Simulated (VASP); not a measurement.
# LiCl in VASP: notebook

The runs below take LiCl through single point, with PBEsol.

Everything below comes from runs of VASP 6.6.1. Logs are shortened: lines on timing, memory, paths and dates and some standing lists are left out, and cuts for length are marked.

## (1) The cell of the first run

The typed cell holds 2 atoms: a = 3.487 Å, b = 3.480 Å, c = 3.497 Å, α = 60.39°, β = 59.94°, γ = 60.30°.

## (2) Single point, PBEsol (atoms moved at random and the cell strained at random)

INCAR reads:

```
ALGO = Normal
EDIFF = 1E-6
ENCUT = 520
GGA = PS
ISIF = 2
ISMEAR = 0
LASPH = T
LCHARG = F
LREAL = F
LWAVE = F
NBANDS = 12
NELM = 60
PREC = Accurate
SIGMA = 0.02
```

KPOINTS reads:

```
k-points
0
Gamma
  8 8 8
```

POSCAR reads:

```
LiCl
1.0
   -0.0039240828      2.4753524664      2.4560654712
    2.4607076868     -0.0084893556      2.4606307440
    2.4630416184      2.4822516708     -0.0108232872
Li Cl
1 1
Direct
   -0.0017720956      0.0083068201      0.0013860946
    0.5017720956      0.4916931799      0.4986139054
```

Potentials or basis: VASP PAW PBE potentials, release 64 (Li_sv, Cl).

Launch:

```bash
$ cat potpaw_PBE.64/Li_sv/POTCAR potpaw_PBE.64/Cl/POTCAR > POTCAR
$ mpirun -np 1 vasp_std > vasp.out
```

OUTCAR:

```text
EDIFF = 1E-6
   ENCUT = 520
   GGA = PS
   ISIF = 2
   ISMEAR = 0
   LASPH = T
   LREAL = F
   NELM = 60
   PREC = Accurate

 ion  position               nearest neighbor table
   1  0.998  0.008  0.001-   2 2.42   2 2.43   2 2.48   2 2.49   2 2.50   2 2.51
   2  0.502  0.492  0.499-   1 2.42   1 2.43   1 2.48   1 2.49   1 2.50   1 2.51

  LATTYP: Found a triclinic cell.
 ALAT       =     3.4991285770
 B/A-ratio  =     0.9945110778
 C/A-ratio  =     0.9970393174
 COS(alpha) =     0.0000264050
 COS(beta)  =     0.4957353171
 COS(gamma) =     0.5007153434

  Lattice vectors:

 A1 = (  -2.4646317696,   2.4838418220,  -0.0045652728)
 A2 = (  -2.4607076868,   0.0084893556,  -2.4606307440)
 A3 = (  -2.4669657012,  -0.0068992044,   2.4668887584)

Analysis of symmetry for initial positions (statically):
=====================================================================
 Subroutine PRICEL returns:
 Original cell was already a primitive cell.

 Routine SETGRP: Setting up the symmetry group for a
 triclinic supercell.

 Subroutine GETGRP returns: Found  1 space group operations
 (whereof  1 operations were pure point group operations)
 out of a pool of  2 trial point group operations.

The static configuration has the point symmetry C_1 .

Analysis of symmetry for dynamics (positions and initial velocities):
=====================================================================
 Subroutine PRICEL returns:
 Original cell was already a primitive cell.

 Routine SETGRP: Setting up the symmetry group for a
 triclinic supercell.

 Subroutine GETGRP returns: Found  1 space group operations
 (whereof  1 operations were pure point group operations)
 out of a pool of  2 trial point group operations.

The dynamic configuration has the point symmetry C_1 .

 Subroutine INISYM returns: Found  1 space group operations
 (whereof  1 operations are pure point group operations),
 and found     1 'primitive' translations

----------------------------------------------------------------------------------------

                                     Primitive cell

  volume of cell :      30.1453

  direct lattice vectors                    reciprocal lattice vectors
    -0.003924083  2.475352466  2.456065471    -0.202612160  0.201930661  0.203315171
     2.460707687 -0.008489356  2.460630744     0.203128034 -0.200672760  0.202573143
     2.463041618  2.482251671 -0.010823287     0.202743720  0.200804319 -0.202057270

  length of vectors
     3.487067942  3.479922132  3.496893552     0.350948342  0.350094891  0.349649154

  position of ions in fractional coordinates (direct lattice)
     0.998227904  0.008306820  0.001386095
     0.501772096  0.491693180  0.498613905

  ion indices of the primitive-cell ions
   primitive index   ion index
                 1           1
                 2           2

----------------------------------------------------------------------------------------

 KPOINTS: k-points

Automatic generation of k-mesh.
 Grid dimensions read from file:
 generate k-points for:    8    8    8

 Generating k-lattice:

  Cartesian coordinates                     Fractional coordinates (reciprocal lattice)
    -0.025326520  0.025241333  0.025414396     0.125000000  0.000000000  0.000000000
     0.025391004 -0.025084095  0.025321643     0.000000000  0.125000000 -0.000000000
     0.025342965  0.025100540 -0.025257159     0.000000000  0.000000000  0.125000000

  Length of vectors
     0.043868543  0.043761861  0.043706144

  Shift w.r.t. Gamma in fractional coordinates (k-lattice)
     0.000000000  0.000000000  0.000000000

 Subroutine IBZKPT returns following result:
 ===========================================

 Found    260 irreducible k-points:

 Following reciprocal coordinates:
            Coordinates               Weight
  0.000000  0.000000  0.000000      1.000000
  0.125000  0.000000  0.000000      2.000000
  0.250000  0.000000  0.000000      2.000000
  0.375000  0.000000 -0.000000      2.000000
  0.500000  0.000000  0.000000      1.000000
  0.000000  0.125000  0.000000      2.000000
[... 16 lines left out ...]
  0.125000  0.375000  0.000000      2.000000
  0.250000  0.375000  0.000000      2.000000
 [... further k-points ...]
   k-points           NKPTS =    260   k-points in BZ     NKDIM =    260   number of bands    NBANDS=     12
   number of dos      NEDOS =    301   number of ions     NIONS =      2
   total plane-waves  NPLWV =  21952
   dimension x,y,z NGX =    28 NGY =   28 NGZ =   28
   dimension x,y,z NGXF=    56 NGYF=   56 NGZF=   56
   ions per type =               1   1
   NGX,Y,Z   is equivalent  to a cutoff of  13.35, 13.38, 13.31 a.u.
   NGXF,Y,Z  is equivalent  to a cutoff of  26.70, 26.75, 26.62 a.u.
 SYSTEM =  unknown system
   PREC   = accura    normal or accurate (medium, high low for compatibility)
   ISTART =      0    job   : 0-new  1-cont  2-samecut
   ICHARG =      2    charge: 1-file 2-atom 10-const
   ISPIN  =      1    spin polarized calculation?
   LNONCOLLINEAR =      F non collinear calculations
   LSORBIT =      F    spin-orbit coupling
   LASPH  =      T    aspherical Exc in radial PAW
   ENCUT  =  520.0 eV  38.22 Ry    6.18 a.u.   6.48  6.47  6.50*2*pi/ulx,y,z
   NELM   =     60;   NELMIN=  2; NELMDL= -5     # of ELM steps
   EDIFF  = 0.1E-05   stopping-criterion for ELM
   LREAL  =      F    real-space projection
   EDIFFG = 0.1E-04   stopping-criterion for IOM
   NSW    =      0    number of steps for IOM
   IBRION =     -1    ionic relax: 0-MD 1-quasi-New 2-CG
   NFREE  =      0    steps in history (QN), initial steepest desc. (CG)
   ISIF   =      2    stress and relaxation
   ISYM   =      2    0-nonsym 1-usesym 2-fastsym
   POTIM  = 0.5000    time-step for ionic-motion
   TEBEG  =    0.0;   TEEND  =   0.0 temperature during run
   PSTRESS=    0.0 pullay stress
   NELECT =      10.0000    total number of electrons
   NUPDOWN=      -1.0000    fix difference up-down
   EMIN   =  10.00;   EMAX   =-10.00  energy-range for DOS
   EFERMI =   0.00;   METHOD = LEGACY
   ISMEAR =     0;   SIGMA  =   0.02  broadening in eV -4-tet -1-fermi 0-gaus
   EFERMI_NEDOS =   21; number of points for ismear=-14 and -15
   IALGO  =     38    algorithm
   IMIX   =      4    mixing-type and parameters
     AMIX     =   0.40;   BMIX     =  1.00
     AMIX_MAG =   1.60;   BMIX_MAG =  1.00
  volume/ion in A,a.u.               =      15.07       101.72
  Fermi-wavevector in a.u.,A,eV,Ry     =   1.133274  2.141577 17.474084  1.284309
  Thomas-Fermi vector in A             =   2.269976
   LORBIT       =      0    0 simple, 1 ext, 2 COOP (PROOUT), +10 PAW based schemes
   GGA     = PS    functional components
   LHFCALC =     F    Hartree Fock is set to
   AEXX    =    0.0000 exact exchange contribution
   IVDW    =     0    specifies the selected vdW correction
   LEPSILON=     F    determine dielectric tensor
   LRPA    =     F    only Hartree local field effects (RPA)
 non-spin polarized calculation
 Gauss-broadening in eV      SIGMA  =   0.02
  energy-cutoff  :      520.00
  volume of cell :       30.15
 maximum number of plane-waves:       855
 NGX is ok and might be reduce to    28
   NGX = 13   NGY = 13   NGZ = 13

 number of electron      10.0000000 magnetization

 number of electron       9.9999999 magnetization

 Free energy of the ion-electron system (eV)
  ---------------------------------------------------
  ext. energy  EPLUGINS =         0.00000000
  ---------------------------------------------------
  free energy    TOTEN  =        -7.61474279 eV

  energy without entropy =       -7.61474279  energy(sigma->0) =       -7.61474279

 E-fermi :   1.7069     XC(G=0):  -9.4085

 val. band max:        1.4738644844   @ k =   0.0000   0.0000   0.0000
 cond. band min:       8.0839106303   @ k =   0.5000   0.5000   0.5000
 fundamental gap:      6.6100461459
 Fermi energy:         1.7068567932

 k-point     1 :       0.0000    0.0000    0.0000
  band No.  band energies     occupation
      1     -41.2118      2.00000
      2     -12.3888      2.00000
      3       1.4172      2.00000
      4       1.4372      2.00000
      5       1.4739      2.00000
      6       8.2722      0.00000
      7      13.2372      0.00000
      8      13.3424      0.00000
      9      13.3840      0.00000
     10      16.2200      0.00000
     11      16.2714      0.00000
     12      16.4124      0.00000

 k-point     2 :       0.1250    0.0000    0.0000
  band No.  band energies     occupation
      1     -41.2108      2.00000
      2     -12.2920      2.00000
      3       0.8192      2.00000
      4       1.3739      2.00000
      5       1.4029      2.00000
      6       8.7315      0.00000
      7      12.5906      0.00000
      8      13.2232      0.00000
      9      13.3757      0.00000
     10      14.6714      0.00000
     11      14.7685      0.00000
     12      16.9504      0.00000

 k-point     3 :       0.2500    0.0000    0.0000
  band No.  band energies     occupation
      1     -41.2088      2.00000
      2     -12.0418      2.00000
      3      -0.4358      2.00000
      4       1.2538      2.00000
      5       1.2864      2.00000
      6       8.8736      0.00000
      7      12.0825      0.00000
      8      12.2190      0.00000
      9      12.8163      0.00000
     10      15.5204      0.00000
     11      15.6088      0.00000
     12      17.5759      0.00000

 k-point     4 :       0.3750    0.0000   -0.0000
  band No.  band energies     occupation
      1     -41.2068      2.00000
      2     -11.7636      2.00000
      3      -1.5063      2.00000
      4       1.1429      2.00000
      5       1.1816      2.00000
      6       8.3470      0.00000
      7      11.1282      0.00000
      8      11.2522      0.00000
      9      14.4515      0.00000
     10      17.4690      0.00000
     11      17.5430      0.00000
     12      18.3093      0.00000

 k-point     5 :       0.5000    0.0000    0.0000
  band No.  band energies     occupation
      1     -41.2060      2.00000
      2     -11.6382      2.00000
      3      -1.9210      2.00000
      4       1.0995      2.00000
      5       1.1411      2.00000
      6       8.0999      0.00000
      7      10.7957      0.00000
      8      10.9156      0.00000
      9      15.4855      0.00000
     10      18.8071      0.00000
     11      19.0699      0.00000
     12      19.1881      0.00000
[... 228 lines left out ...]
      1     -41.2077      2.00000
      2     -11.8789      2.00000
      3      -0.8144      2.00000
      4       0.5991      2.00000
      5       1.3089      2.00000
      6       9.3033      0.00000
      7      11.6419      0.00000
      8      11.7440      0.00000
      9      12.9519      0.00000
     10      15.2428      0.00000
     11      17.8243      0.00000
     12      18.4887      0.00000

 k-point    22 :       0.0000    0.3750    0.0000
  band No.  band energies     occupation
      1     -41.2069      2.00000
      2     -11.7697      2.00000
      3      -1.5117      2.00000
      4       1.1670      2.00000
      5       1.1821      2.00000
      6       8.3692      0.00000
      7      11.1846      0.00000
      8      11.2331      0.00000
      9      14.4105      0.00000
     10      17.4461      0.00000
     11      17.5793      0.00000
     12      18.3302      0.00000

 k-point    23 :       0.1250    0.3750    0.0000
  band No.  band energies     occupation
      1     -41.2070      2.00000
      2     -11.7819      2.00000
      3      -1.1808      2.00000
      4       0.8695      2.00000
      5       0.9118      2.00000
      6       9.2316      0.00000
      7      11.0096      0.00000
      8      12.1705      0.00000
      9      12.9190      0.00000
     10      16.1272      0.00000
     11      18.1930      0.00000
     12      19.0883      0.00000

 k-point    24 :       0.2500    0.3750    0.0000
  band No.  band energies     occupation
      1     -41.2064      2.00000
      2     -11.6712      2.00000
      3      -1.0942      2.00000
      4       0.3545      2.00000
      5       0.5311      2.00000
      6      10.0190      0.00000
      7      10.6701      0.00000
      8      11.8806      0.00000
      9      13.9101      0.00000
     10      15.4668      0.00000
     11      18.6377      0.00000
     12      20.6382      0.00000

 [... further k-points ...]
[... 5 lines left out ...]
  --------------------------------------------------------------------------------------
  -------------------------------------------------------------------------------------
  Total        0.6230631      0.4991150      0.6070316      0.0034735      0.0335198      0.0113026
  in kB       33.1148188     26.5271744     32.2627703      0.1846119      1.7815267      0.6007134
  external PRESSURE =      30.6349211 kB  Pullay stress =       0.0000000 kB

 VOLUME and BASIS-vectors are now :
 -----------------------------------------------------------------------------
  energy-cutoff  :      520.00
  volume of cell :       30.15
      direct lattice vectors                 reciprocal lattice vectors
    -0.003924083  2.475352466  2.456065471    -0.202612160  0.201930661  0.203315171
     2.460707687 -0.008489356  2.460630744     0.203128034 -0.200672760  0.202573143
     2.463041618  2.482251671 -0.010823287     0.202743720  0.200804319 -0.202057270

 POSITION                                       TOTAL-FORCE (eV/Angst)
 -----------------------------------------------------------------------------------
      0.01994      2.47434      2.47214        -0.071931      0.002635     -0.047928
      2.43605      2.47557      2.43686         0.071931     -0.002635      0.047928
 -----------------------------------------------------------------------------------
    total drift:                                0.000095      0.000021     -0.000071

  FREE ENERGIE OF THE ION-ELECTRON SYSTEM (eV)
  ---------------------------------------------------
  free  energy   TOTEN  =        -7.6147427912 eV

  energy  without entropy=       -7.6147427912  energy(sigma->0) =       -7.61474279
```

It took 61 s on 1 thread of Intel Xeon Platinum 8488C (Sapphire Rapids), shared host; peak memory 0.21 GiB.

What came out:

| Quantity | Value |
| --- | --- |
| Free energy | -7.6147 eV |
| Largest force | 0.086 eV/Å |
| Band gap on the k mesh | 6.61 eV, indirect (least direct gap 6.80 eV) |

Forces in eV/Å, atoms in the order of the input:
```
Li  -0.072  0.003 -0.048
Cl   0.072 -0.003  0.048
```

Levels at points of the mesh, in eV from the valence-band top:
```csv
k point,band 1,band 2,band 3,band 4,band 5,band 6,band 7,band 8,band 9,band 10
"(0.00, 0.00, 0.00)",-42.69,-13.86,-0.06,-0.04,0.00,6.80,11.76,11.87,11.91,14.75
"(0.50, 0.00, 0.00)",-42.68,-13.11,-3.39,-0.37,-0.33,6.63,9.32,9.44,14.01,17.33
"(0.00, 0.50, 0.00)",-42.68,-13.12,-3.40,-0.35,-0.33,6.65,9.38,9.42,13.96,17.41
"(0.50, 0.50, 0.00)",-42.68,-12.77,-3.55,-1.43,-1.36,7.84,7.97,13.28,14.73,14.92
"(0.00, 0.00, 0.50)",-42.68,-13.12,-3.40,-0.35,-0.32,6.66,9.38,9.46,13.96,17.33
"(0.50, 0.00, 0.50)",-42.68,-12.78,-3.55,-1.38,-1.35,7.88,7.99,13.16,14.87,14.91
"(0.00, 0.50, 0.50)",-42.68,-12.77,-3.55,-1.44,-1.35,7.84,7.98,13.29,14.73,14.92
"(0.50, 0.50, 0.50)",-42.68,-13.10,-3.39,-0.38,-0.35,6.61,9.31,9.40,14.03,17.38
```

Caveat: the cell differs from its parent crystal (atoms moved at random and the cell strained at random); the cutoff is under 1.25 times the usual one of these potentials, so pressure, stress and relaxed cells hold a basis-set (Pulay) error; the PAW data sets were made with another functional, which shifts forces and pressure a little.

(Part 1 of 2 ends here.)
